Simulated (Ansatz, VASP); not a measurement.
## One calculation of SnPt3, two programs

INCAR

```
SYSTEM = SnPt3
ALGO = Normal ; EDIFF = 1E-8
ENCUT = 520 ; ISIF = 2
ISMEAR = -1 ; LASPH = .True.
LCHARG = .False. ; LEFG = .True.
LREAL = .False. ; LWAVE = .False.
NBANDS = 30 ; NELM = 100
PREC = Accurate ; SIGMA = 0.05
```

KPOINTS

```
k-points
0
Gamma
  8 8 8
  0 0 0
```

The input POSCAR:

```
SnPt3
1.0
    4.0000000000     -0.0200000000     -0.0200000000
   -0.0200000000      4.0000000000     -0.0200000000
   -0.0200000000     -0.0200000000      4.0000000000
Sn Pt
1 3
Direct
    0.0000000000      0.0000000000      0.0000000000
    0.0000000000      0.5000000000      0.5000000000
    0.5000000000      0.0000000000      0.5000000000
    0.5000000000      0.5000000000      0.0000000000
```

Input for Ansatz:

```yaml
crystal:
  lattice:
    - [4.0, -0.02, -0.02]
    - [-0.02, 4.0, -0.02]
    - [-0.02, -0.02, 4.0]
  atoms:
    - { symbol: Sn, position: [0.0, 0.0, 0.0] }
    - { symbol: Pt, position: [0.0, 0.5, 0.5] }
    - { symbol: Pt, position: [0.5, 0.0, 0.5] }
    - { symbol: Pt, position: [0.5, 0.5, 0.0] }
kpoints:
  mp_grid: { grid: [8, 8, 8] }
scf:
  occupations: { method: fermi_dirac, width: 0.05 }
hamiltonian:
  xc: lda
  pseudopotentials: { kind: all_electron, datasets: crystal }
output:
  forces: true
  stress: true
  eigenvalues: true
  efg: { contact_densities: true }
```

Change from the starting cell: equal xy, yz and zx shear strains of -1 %, crystal datasets.

Alike in both runs: task electric field gradients; functional LDA; k mesh 8 × 8 × 8; occupations fermi-dirac, width 0.05 eV; no spin polarisation.

```csv
,VASP,Ansatz
version,VASP 6.6.1,Ansatz 0.2.0
potentials or method,"VASP PAW LDA potentials, release 64 (Sn_d, Pt), cutoff 520 eV","all-electron PAW with datasets made for the crystal, scalar-relativistic"
```

```csv
,VASP,Ansatz,Ansatz less VASP
pressure (GPa),-2.8,-3.5,-0.71
"traceless stress, the component that is largest in VASP (GPa)",0.74,0.71,-0.026
size of Vzz on the site where it differs most (V/Å²),146.9,162.2,+15.30
```

LDA's correlation is that of Perdew and Zunger in VASP and of Perdew and Wang (1992) in Ansatz. Ansatz ran all-electron here, and VASP with PAW potentials.

Neither program's run includes spin-orbit coupling.
